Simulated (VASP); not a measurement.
# TiO2 (P4_2/mnm) in VASP: a series of runs

Runs on TiO2. Level: r2SCAN+U. Tasks: single point.

Everything below comes from runs of VASP 6.6.1. Logs are shortened: lines on timing, memory, paths and dates and some standing lists are left out, and cuts for length are marked.

## (1) The cell of the first run

The structure is tetragonal, space group P4_2/mnm (No. 136). The conventional cell has a = 4.735 Å, b = 4.735 Å, c = 3.083 Å, α = 90.00°, β = 90.00°, γ = 90.00°. Within 2.7 Å of Ti (site symmetry mmm) lie 6 O at 2.00 to 2.07 Å. Within 2.7 Å of O (site symmetry m2m) lie 3 Ti at 2.00 to 2.07 Å and 1 O at 2.56 Å.

## (2) Single point, r2SCAN+U (equal strain along all axes, cell held: +3.0 %, then relaxed in part)

POSCAR reads:

```
TiO2
1.0
    4.7352553229      0.0000000000      0.0000000000
    0.0000000000      4.7352553229      0.0000000000
    0.0000000000      0.0000000000      3.0829707917
Ti O
2 4
Direct
    0.5000000000      0.5000000000      0.0000000000
    0.0000000000      0.0000000000      0.5000000000
    0.6913023523      0.6913023523      0.5000000000
    0.8086976477      0.1913023523      0.0000000000
    0.1913023523      0.8086976477      0.0000000000
    0.3086976477      0.3086976477      0.5000000000
```

INCAR.step1 reads:

```
SYSTEM = TiO2
PREC = Accurate
ENCUT = 520
ISMEAR = 0
SIGMA = 0.02
LREAL = .FALSE.
LASPH = .TRUE.
NELM = 150
LMAXMIX = 4
LDAU = .TRUE.
LDAUTYPE = 2
LDAUL = 2 -1
LDAUU = 4 0
LDAUJ = 0 0
NBANDS = 33
GGA = PE
ALGO = Normal
EDIFF = 1E-4
LWAVE = .TRUE.
LCHARG = .FALSE.
```

INCAR.step2 reads:

```
SYSTEM = TiO2
PREC = Accurate
ENCUT = 520
EDIFF = 1E-6
ISMEAR = 0
SIGMA = 0.02
LREAL = .FALSE.
LASPH = .TRUE.
NELM = 150
ALGO = Normal
ISIF = 2
LWAVE = .FALSE.
LCHARG = .FALSE.
LMAXMIX = 4
LDAU = .TRUE.
LDAUTYPE = 2
LDAUL = 2 -1
LDAUU = 4 0
LDAUJ = 0 0
LDAUPRINT = 1
METAGGA = R2SCAN
LMIXTAU = .TRUE.
NBANDS = 33
ISTART = 1
```

KPOINTS reads:

```
regular mesh
0
G
  6 6 8
  0 0 0
```

Potentials or basis: VASP PAW PBE potentials, release 64 (Ti_sv, O).

On the command line:

```
cat potpaw_PBE.64/Ti_sv/POTCAR potpaw_PBE.64/O/POTCAR > POTCAR
cp INCAR.step1 INCAR
mpirun -np 1 vasp_std > vasp.out
cp INCAR.step2 INCAR
mpirun -np 1 vasp_std > vasp.out
```

OUTCAR:

```text
SYSTEM = TiO2
   PREC = Accurate
   ENCUT = 520
   EDIFF = 1E-6
   ISMEAR = 0
   LREAL = .FALSE.
   LASPH = .TRUE.
   NELM = 150
   ISIF = 2
   METAGGA = R2SCAN
   ISTART = 1

 ion  position               nearest neighbor table
   1  0.500  0.500  0.000-   3 2.00   6 2.00   3 2.00   6 2.00   5 2.07   4 2.07
   2  0.000  0.000  0.500-   4 2.00   5 2.00   4 2.00   5 2.00   3 2.07   6 2.07
   3  0.691  0.691  0.500-   1 2.00   1 2.00   2 2.07
   4  0.809  0.191  0.000-   2 2.00   2 2.00   1 2.07
   5  0.191  0.809  0.000-   2 2.00   2 2.00   1 2.07
   6  0.309  0.309  0.500-   1 2.00   1 2.00   2 2.07

  LATTYP: Found a simple tetragonal cell.
 ALAT       =     4.7352553229
 C/A-ratio  =     0.6510674888

  Lattice vectors:

 A1 = (   4.7352553229,   0.0000000000,   0.0000000000)
 A2 = (   0.0000000000,   4.7352553229,   0.0000000000)
 A3 = (   0.0000000000,   0.0000000000,   3.0829707917)

Analysis of symmetry for initial positions (statically):
=====================================================================
 Subroutine PRICEL returns:
 Original cell was already a primitive cell.

 Routine SETGRP: Setting up the symmetry group for a
 simple tetragonal supercell.

 Subroutine GETGRP returns: Found 16 space group operations
 (whereof  8 operations were pure point group operations)
 out of a pool of 16 trial point group operations.

The static configuration has the point symmetry D_2h.
 The point group associated with its full space group is D_4h.

Analysis of symmetry for dynamics (positions and initial velocities):
=====================================================================
 Subroutine PRICEL returns:
 Original cell was already a primitive cell.

 Routine SETGRP: Setting up the symmetry group for a
 simple tetragonal supercell.

 Subroutine GETGRP returns: Found 16 space group operations
 (whereof  8 operations were pure point group operations)
 out of a pool of 16 trial point group operations.

The dynamic configuration has the point symmetry D_2h.
 The point group associated with its full space group is D_4h.

 Subroutine INISYM returns: Found 16 space group operations
 (whereof  8 operations are pure point group operations),
 and found     1 'primitive' translations

----------------------------------------------------------------------------------------

                                     Primitive cell

  volume of cell :      69.1284

  direct lattice vectors                    reciprocal lattice vectors
     4.735255323  0.000000000  0.000000000     0.211181854  0.000000000  0.000000000
     0.000000000  4.735255323  0.000000000     0.000000000  0.211181854  0.000000000
     0.000000000  0.000000000  3.082970792     0.000000000  0.000000000  0.324362463

  length of vectors
     4.735255323  4.735255323  3.082970792     0.211181854  0.211181854  0.324362463

  position of ions in fractional coordinates (direct lattice)
     0.500000000  0.500000000  0.000000000
     0.000000000  0.000000000  0.500000000
     0.691302352  0.691302352  0.500000000
     0.808697648  0.191302352  0.000000000
     0.191302352  0.808697648  0.000000000
     0.308697648  0.308697648  0.500000000

  ion indices of the primitive-cell ions
   primitive index   ion index
[... 108 lines left out ...]
   LHFCALC =     F    Hartree Fock is set to
   AEXX    =    0.0000 exact exchange contribution
   IVDW    =     0    specifies the selected vdW correction
   LEPSILON=     F    determine dielectric tensor
   LRPA    =     F    only Hartree local field effects (RPA)
 non-spin polarized calculation
 Gauss-broadening in eV      SIGMA  =   0.02
  energy-cutoff  :      520.00
  volume of cell :       69.13
 maximum number of plane-waves:      1891
 NGX is ok and might be reduce to    36
   NGX = 17   NGY = 17   NGZ = 11

atom =   1  type =  1  l = 2

 onsite density matrix

spin component  1

  0.1717  0.0000  0.0721  0.0000  0.0000
  0.0000  0.1705  0.0000  0.0859  0.0000
  0.0721  0.0000  0.1147  0.0000  0.0000
  0.0000  0.0859  0.0000  0.1705  0.0000
  0.0000  0.0000  0.0000  0.0000  0.0844

spin component  2

  0.1717  0.0000  0.0721  0.0000  0.0000
  0.0000  0.1705  0.0000  0.0859  0.0000
  0.0721  0.0000  0.1147  0.0000  0.0000
  0.0000  0.0859  0.0000  0.1705  0.0000
  0.0000  0.0000  0.0000  0.0000  0.0844

 occupancies and eigenvectors

  o =  0.0656  v = -0.5624  0.0000  0.8269  0.0000 -0.0000  0.0000  0.0000  0.0000  0.0000  0.0000      0.0000  0.0000  0.0000  0.0000  0.0000  0.0000  0.0000  0.0000  0.0000  0.0000
  o =  0.0656  v =  0.0000  0.0000  0.0000  0.0000  0.0000 -0.5624  0.0000  0.8269  0.0000 -0.0000      0.0000  0.0000  0.0000  0.0000  0.0000  0.0000  0.0000  0.0000  0.0000  0.0000
  o =  0.0844  v = -0.0000 -0.0000  0.0000  0.0000  1.0000  0.0000  0.0000  0.0000  0.0000  0.0000      0.0000  0.0000  0.0000  0.0000  0.0000  0.0000  0.0000  0.0000  0.0000  0.0000
  o =  0.0844  v =  0.0000  0.0000  0.0000  0.0000  0.0000 -0.0000 -0.0000  0.0000  0.0000  1.0000      0.0000  0.0000  0.0000  0.0000  0.0000  0.0000  0.0000  0.0000  0.0000  0.0000
  o =  0.0846  v =  0.0000  0.7071 -0.0000 -0.7071  0.0000  0.0000  0.0000  0.0000  0.0000  0.0000      0.0000  0.0000  0.0000  0.0000  0.0000  0.0000  0.0000  0.0000  0.0000  0.0000
  o =  0.0846  v =  0.0000  0.0000  0.0000  0.0000  0.0000  0.0000  0.7071 -0.0000 -0.7071  0.0000      0.0000  0.0000  0.0000  0.0000  0.0000  0.0000  0.0000  0.0000  0.0000  0.0000
  o =  0.2207  v = -0.8269  0.0000 -0.5624  0.0000 -0.0000  0.0000  0.0000  0.0000  0.0000  0.0000      0.0000  0.0000  0.0000  0.0000  0.0000  0.0000  0.0000  0.0000  0.0000  0.0000
  o =  0.2207  v =  0.0000  0.0000  0.0000  0.0000  0.0000 -0.8269  0.0000 -0.5624  0.0000 -0.0000      0.0000  0.0000  0.0000  0.0000  0.0000  0.0000  0.0000  0.0000  0.0000  0.0000
  o =  0.2564  v =  0.0000  0.0000  0.0000  0.0000  0.0000  0.0000 -0.7071  0.0000 -0.7071 -0.0000      0.0000  0.0000  0.0000  0.0000  0.0000  0.0000  0.0000  0.0000  0.0000  0.0000
  o =  0.2564  v =  0.0000 -0.7071  0.0000 -0.7071 -0.0000  0.0000  0.0000  0.0000  0.0000  0.0000      0.0000  0.0000  0.0000  0.0000  0.0000  0.0000  0.0000  0.0000  0.0000  0.0000

atom =   2  type =  1  l = 2

 onsite density matrix

spin component  1

  0.1717  0.0000 -0.0721  0.0000  0.0000
  0.0000  0.1705  0.0000 -0.0859  0.0000
 -0.0721  0.0000  0.1147  0.0000  0.0000
  0.0000 -0.0859  0.0000  0.1705  0.0000
  0.0000  0.0000  0.0000  0.0000  0.0844

spin component  2

  0.1717  0.0000 -0.0721  0.0000  0.0000
  0.0000  0.1705  0.0000 -0.0859  0.0000
 -0.0721  0.0000  0.1147  0.0000  0.0000
  0.0000 -0.0859  0.0000  0.1705  0.0000
  0.0000  0.0000  0.0000  0.0000  0.0844

 occupancies and eigenvectors

  o =  0.0656  v = -0.5624 -0.0000 -0.8269  0.0000  0.0000  0.0000  0.0000  0.0000  0.0000  0.0000      0.0000  0.0000  0.0000  0.0000  0.0000  0.0000  0.0000  0.0000  0.0000  0.0000
  o =  0.0656  v =  0.0000  0.0000  0.0000  0.0000  0.0000 -0.5624 -0.0000 -0.8269  0.0000  0.0000      0.0000  0.0000  0.0000  0.0000  0.0000  0.0000  0.0000  0.0000  0.0000  0.0000
  o =  0.0844  v =  0.0000  0.0000  0.0000  0.0000  1.0000  0.0000  0.0000  0.0000  0.0000  0.0000      0.0000  0.0000  0.0000  0.0000  0.0000  0.0000  0.0000  0.0000  0.0000  0.0000
  o =  0.0844  v =  0.0000  0.0000  0.0000  0.0000  0.0000  0.0000  0.0000  0.0000  0.0000  1.0000      0.0000  0.0000  0.0000  0.0000  0.0000  0.0000  0.0000  0.0000  0.0000  0.0000
  o =  0.0846  v = -0.0000  0.7071  0.0000  0.7071 -0.0000  0.0000  0.0000  0.0000  0.0000  0.0000      0.0000  0.0000  0.0000  0.0000  0.0000  0.0000  0.0000  0.0000  0.0000  0.0000
  o =  0.0846  v =  0.0000  0.0000  0.0000  0.0000  0.0000 -0.0000  0.7071  0.0000  0.7071 -0.0000      0.0000  0.0000  0.0000  0.0000  0.0000  0.0000  0.0000  0.0000  0.0000  0.0000
  o =  0.2207  v = -0.8269 -0.0000  0.5624  0.0000  0.0000  0.0000  0.0000  0.0000  0.0000  0.0000      0.0000  0.0000  0.0000  0.0000  0.0000  0.0000  0.0000  0.0000  0.0000  0.0000
  o =  0.2207  v =  0.0000  0.0000  0.0000  0.0000  0.0000 -0.8269 -0.0000  0.5624  0.0000  0.0000      0.0000  0.0000  0.0000  0.0000  0.0000  0.0000  0.0000  0.0000  0.0000  0.0000
  o =  0.2564  v =  0.0000 -0.7071 -0.0000  0.7071  0.0000  0.0000  0.0000  0.0000  0.0000  0.0000      0.0000  0.0000  0.0000  0.0000  0.0000  0.0000  0.0000  0.0000  0.0000  0.0000
  o =  0.2564  v =  0.0000  0.0000  0.0000  0.0000  0.0000  0.0000 -0.7071 -0.0000  0.7071  0.0000      0.0000  0.0000  0.0000  0.0000  0.0000  0.0000  0.0000  0.0000  0.0000  0.0000

 number of electron      48.0000004 magnetization

 Free energy of the ion-electron system (eV)
  ---------------------------------------------------
  ext. energy  EPLUGINS =         0.00000000
  ---------------------------------------------------
  free energy    TOTEN  =       -64.52640814 eV

  energy without entropy =      -64.52640814  energy(sigma->0) =      -64.52640814

 E-fermi :   3.8927     XC(G=0): -11.5864

 val. band max:        3.8041028455   @ k =   0.0000   0.0000   0.0000
 cond. band min:       6.4275075054   @ k =   0.0000   0.0000   0.0000
 fundamental gap:      2.6234046598
 Fermi energy:         3.8927313072

 k-point     1 :       0.0000    0.0000    0.0000
  band No.  band energies     occupation
      1     -56.7518      2.00000
      2     -56.7422      2.00000
      3     -31.8775      2.00000
      4     -31.8775      2.00000
      5     -31.7703      2.00000
      6     -31.7703      2.00000
[... 853 lines left out ...]
     32       8.5505      0.00000
     33       9.9211      0.00000

 [... further k-points ...]

------------------------ aborting loop because EDIFF is reached ----------------------------------------

  FORCE on cell =-STRESS in cart. coord.  units (eV):
  Direction    XX          YY          ZZ          XY          YZ          ZX
  --------------------------------------------------------------------------------------
  -------------------------------------------------------------------------------------
  Total       -5.2667649     -5.2667649     -7.1816848      0.0000000      0.0000000      0.0000000
  in kB     -122.0670080   -122.0670080   -166.4488161      0.0000000      0.0000000      0.0000000
  external PRESSURE =    -136.8609440 kB  Pullay stress =       0.0000000 kB

 VOLUME and BASIS-vectors are now :
 -----------------------------------------------------------------------------
  energy-cutoff  :      520.00
  volume of cell :       69.13
      direct lattice vectors                 reciprocal lattice vectors
     4.735255323  0.000000000  0.000000000     0.211181854  0.000000000  0.000000000
     0.000000000  4.735255323  0.000000000     0.000000000  0.211181854  0.000000000
     0.000000000  0.000000000  3.082970792     0.000000000  0.000000000  0.324362463

 POSITION                                       TOTAL-FORCE (eV/Angst)
 -----------------------------------------------------------------------------------
      2.36763      2.36763      0.00000         0.000000     -0.000000      0.000000
      0.00000      0.00000      1.54149         0.000000     -0.000000      0.000000
      3.27349      3.27349      1.54149         0.120217      0.120217      0.000000
      3.82939      0.90587      0.00000        -0.120217      0.120217      0.000000
      0.90587      3.82939      0.00000         0.120217     -0.120217      0.000000
      1.46176      1.46176      1.54149        -0.120217     -0.120217     -0.000000
 -----------------------------------------------------------------------------------
    total drift:                               -0.000000      0.000000      0.000000

  FREE ENERGIE OF THE ION-ELECTRON SYSTEM (eV)
  ---------------------------------------------------
  free  energy   TOTEN  =       -64.5264081381 eV

  energy  without entropy=      -64.5264081381  energy(sigma->0) =      -64.52640814
```

It took 2.4 min on 1 thread of Intel Xeon 6975P-C (Granite Rapids), shared host; peak memory 0.24 GiB.

Results:

```yaml
Free_energy: -64.5264 eV
Pressure: -13.7 GPa
Largest_force: 0.170 eV/Å
Band_gap_on_the_k_mesh: 2.62 eV
```

Forces on the atoms (eV/Å):
```
Ti   0.000  0.000  0.000
Ti   0.000  0.000  0.000
O    0.120  0.120  0.000
O   -0.120  0.120  0.000
O    0.120 -0.120  0.000
O   -0.120 -0.120  0.000
```

Levels at points of the mesh, in eV from the valence-band top:
| k point | band 21 | band 22 | band 23 | band 24 | band 25 | band 26 | band 27 | band 28 |
| --- | --- | --- | --- | --- | --- | --- | --- | --- |
| (0.00, 0.00, 0.00) | -0.89 | -0.46 | -0.46 | 0.00 | 2.62 | 2.92 | 3.10 | 3.11 |
| (0.50, 0.00, 0.00) | -1.68 | -1.68 | -0.71 | -0.71 | 3.19 | 3.19 | 3.53 | 3.53 |
| (0.50, 0.50, 0.00) | -1.49 | -1.49 | -1.05 | -1.05 | 2.63 | 2.63 | 3.13 | 3.13 |
| (0.00, 0.00, 0.50) | -1.99 | -1.99 | -1.43 | -1.43 | 3.44 | 3.44 | 3.66 | 3.66 |
| (0.50, 0.00, 0.50) | -1.85 | -1.85 | -0.97 | -0.97 | 2.65 | 2.65 | 3.71 | 3.71 |
| (0.50, 0.50, 0.50) | -1.05 | -1.05 | -0.76 | -0.76 | 3.15 | 3.15 | 3.74 | 3.74 |

Eigenvalues of the final occupation matrices:
```
    site  spin  trace               eigenvalues
site 1 d     1   0.71  0.07 0.08 0.08 0.22 0.26
site 1 d     2   0.71  0.07 0.08 0.08 0.22 0.26
site 2 d     1   0.71  0.07 0.08 0.08 0.22 0.26
site 2 d     2   0.71  0.07 0.08 0.08 0.22 0.26
```

Caveat: the cell differs from its parent crystal (equal strain along all axes, cell held: +3.0 %, then relaxed in part); the cell stands under tension; the PAW data sets were made with another functional, which shifts forces and pressure a little. A k mesh can miss the band edges.

(Part 1 of 3 ends here.)
